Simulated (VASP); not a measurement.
Write the native input for VASP 6.6.1 that does the following.

```yaml
Task: single point
Functional: PBE
Potentials_or_basis: VASP PAW PBE potentials, release 64 (Na_pv, Ru_pv, S)
Cutoff: 520 eV
k_mesh: 6 × 6 × 6
Occupations: gaussian, width 0.05 eV
Spin: collinear spin, ferromagnetic start
Starting_moments: "[0.01, 0.88, 0.03, 0.03] μB"
Hubbard_terms: Ru d U = 3.0 eV
Dipole_correction: no
Further_INCAR_settings: ALGO = Normal; EDIFF = 1e-07; NBANDS = 28
```

The structure of NaRuS2 lies in POSCAR:

```
NaRuS2
1.0
    1.8554806500      1.0712622500      6.7361027900
   -1.8554806500      1.0712622500      6.7361027900
    0.0000000000     -2.1425245000      6.7361027900
Na Ru S
1 1 2
Direct
    0.5000000000      0.5000000000      0.5000000000
    0.0000000000      0.0000000000      0.0000000000
    0.2667000000      0.2667000000      0.2667000000
    0.7333000000      0.7333000000      0.7333000000
```

These files were run (other wordings do the same):

INCAR

```
PREC = Accurate
ENCUT = 520
EDIFF = 1E-7
ISMEAR = 0
SIGMA = 0.05
LREAL = False
LASPH = True
NELM = 150
ALGO = Normal
ISIF = 2
LWAVE = False
LCHARG = False
ISPIN = 2
MAGMOM = 0.01 0.88 0.03 0.03
LORBIT = 11
LMAXMIX = 4
LDAU = True
LDAUTYPE = 2
LDAUL = -1 2 -1
LDAUU = 0 3 0
LDAUJ = 0 0 0
LDAUPRINT = 1
GGA = PE
NBANDS = 28
```

KPOINTS

```
Automatic mesh
0
Gamma
  6 6 6
```

Potentials or basis: VASP PAW PBE potentials, release 64 (Na_pv, Ru_pv, S).

Launch:

```sh
$ cat potpaw_PBE.64/Na_pv/POTCAR potpaw_PBE.64/Ru_pv/POTCAR potpaw_PBE.64/S/POTCAR > POTCAR
$ mpirun -np 1 vasp_std > vasp.out
```

Results of the run:

```yaml
Pressure: -6.6 GPa
Largest_force: 0.861 eV/Å
Band_gap_on_the_k_mesh: 1.11 eV (least direct gap 1.29 eV)
Net_moment: 1.00 μB per cell
Site_moments: Na +0.00; Ru +1.00; S -0.02 μB
Valence_electrons_inside_the_program's_atomic_spheres: Na 6.02; Ru 12.31; S 3.69
```

Caveat: the cell stands under tension.

It took 10 min on 1 thread of Intel(R) Xeon(R) Platinum 8259CL CPU @ 2.50GHz (Skylake/Cascade Lake), on a shared host, peak memory 0.59 GiB.
